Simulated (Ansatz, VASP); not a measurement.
HfSi in VASP and in Ansatz

```
Hf Si
1.0
     0.00000    2.27135    2.27135
     2.27135    0.00000    2.27135
     2.27135    2.27135    0.00000
Hf Si
1 1
Direct
  0.00000 0.00000 0.00000
  0.25000 0.25000 0.25000
```

Change from the starting cell: volume scaled by 0.45, LAPW.

Alike in both runs: task single point; functional LDA; k mesh 12 × 12 × 12; occupations fermi-dirac, width 0.08 eV; no spin polarisation.

|  | VASP | Ansatz |
| --- | --- | --- |
| version | VASP 6.6.1 | Ansatz 0.2.0 |
| potentials or method | VASP PAW LDA potentials, release 64 (Hf_pv, Si), cutoff 520 eV | all-electron LAPW, scalar-relativistic |

Ansatz gave:

```
pressure (GPa) : 207.1
```

**Question.** Which values does VASP return?

**Answer.** Pressure (GPa): 213.4.

LDA's correlation is that of Perdew and Zunger in VASP and of Perdew and Wang (1992) in Ansatz. Both programs put the cell under a high pressure, so it lies far from rest at this level. Ansatz ran all-electron here, and VASP with PAW potentials.

Neither program's run includes spin-orbit coupling. Noted on VASP's run: the cell as given lies far from equilibrium.
